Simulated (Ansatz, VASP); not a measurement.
**ZnSnN2: VASP beside Ansatz**

```
CELL_PARAMETERS angstrom
3.20656 0.00000 0.00000
0.00000 3.20656 0.00000
0.00000 0.00000 4.31423
ATOMIC_POSITIONS crystal
Zn 0.00000 0.00000 0.00000
N 0.00000 0.00000 0.50000
N 0.50000 0.50000 0.00000
Sn 0.50000 0.50000 0.50000
```

Alike in both runs: task single point; functional PBEsol; k mesh 6 × 6 × 4; occupations fermi-dirac, width 0.02 eV; no spin polarisation.

```csv
,VASP,Ansatz
version,VASP 6.6.1,Ansatz 0.2.0
potentials or method,"VASP PAW PBE potentials, release 64 (Zn, N, Sn_d)",plane waves
plane-wave cutoff (eV),520,420
valence electrons in the cell,36,36
```

```csv
,VASP,Ansatz,Ansatz less VASP
pressure (GPa),0.5,0.0,-0.52
```

VASP's potentials were made for PBE, not for PBEsol.

The k mesh is coarse, so the values compare programs but aren't converged.
